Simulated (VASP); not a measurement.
The system is Ir.

```
Ir
1.0
     2.75138    0.00000    0.00000
    -1.37569    2.38276    0.00000
     0.00000    0.00000    4.46229
Ir
2
Direct
  0.66667 0.33333 0.75000
  0.33333 0.66667 0.25000
```

This isn't the form of Ir at room conditions, which is fcc.

* Program: VASP 6.6.1
* Task: relaxation of volume and atoms at fixed shape
* Functional: r2SCAN
* Potentials or basis: VASP PAW PBE potentials, release 64 (Ir_sv_GW)
* Cutoff: 620 eV
* k mesh: 11 × 11 × 6
* Occupations: gaussian, width 0.1 eV
* Spin: no spin polarisation

At the start: pressure -9.6 GPa; volume 14.63 Å³/atom.

**Question.** Where does the relaxation end?

**Answer.** Over 4 steps the energy falls by 12.1 meV/atom and the volume is 14.24 Å³/atom (-2.6 %); space group P6_3/mmc (No. 194, to 0.1 Å) before and after.

Step by step:
```tsv
step	energy change (eV)	largest force (eV/Å)	pressure (GPa)	volume (Å³)
1	0.0000	0.0000	-9.61	29.25
2	0.3713	0.0000	50.49	25.69
3	-0.0241	0.0000	-0.44	28.51
4	-0.0242	0.0000	-0.07	28.48
```

Final structure:
```cif
data_structure
_symmetry_space_group_name_H-M 'P 1'
_symmetry_Int_Tables_number 1
_cell_length_a 2.7269
_cell_length_b 2.7269
_cell_length_c 4.4226
_cell_angle_alpha 90.000
_cell_angle_beta 90.000
_cell_angle_gamma 120.000
_cell_volume 28.48
loop_
_atom_site_label
_atom_site_type_symbol
_atom_site_fract_x
_atom_site_fract_y
_atom_site_fract_z
_atom_site_occupancy
Ir1 Ir 0.66667 0.33333 0.75000 1
Ir2 Ir 0.33333 0.66667 0.25000 1
```

Caveat: the PAW data sets were made with another functional, which shifts forces and pressure a little.
